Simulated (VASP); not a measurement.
# Cd: single point with r2SCAN

The system is Cd.

```
Cd
1.0
     0.00000    2.10724    2.10724
     2.10724    0.00000    2.10724
     2.10724    2.10724    0.00000
Cd
1
Direct
  0.00000 0.00000 0.00000
```

This cell differs from its parent crystal: strain -0.050 along x and y, -0.050 along z.

```json
{
 "Program": "VASP 6.6.1",
 "Task": "single point",
 "Functional": "r2SCAN",
 "Potentials or basis": "VASP PAW PBE potentials, release 64 (Cd)",
 "Cutoff": "520 eV",
 "k mesh": "18 × 18 × 18",
 "Occupations": "gaussian, width 0.15 eV",
 "Spin": "no spin polarisation"
}
```

* Pressure: 12.7 GPa
* Band gap on the k mesh: zero (band 6 reaches 5.67 eV, above the bottom of band 7 at 3.00 eV)

Levels at points of the mesh, in eV from the Fermi level:
```
           k point  band 2  band 3  band 4  band 5  band 6  band 7  band 8  band 9  band 10  band 11
(0.00, 0.00, 0.00)  -10.10  -10.10  -10.10   -9.46   -9.46   14.95   17.30   17.30    17.30    20.93
(0.50, 0.00, 0.00)  -10.10  -10.10   -8.94   -8.94   -3.14   -1.05   14.10   14.74    14.74    18.63
(0.50, 0.50, 0.00)  -10.97   -8.97   -8.80   -8.80   -1.35    2.18    7.73    7.73    12.46    13.17
```

Run time: 2.4 min on 1 thread of AMD EPYC 7R13 Processor (Zen 3) (shared host), peak memory 0.14 GiB.

Caveat: the cell differs from its parent crystal (strain -0.050 along x and y, -0.050 along z); the PAW data sets were made with another functional, which shifts forces and pressure a little.
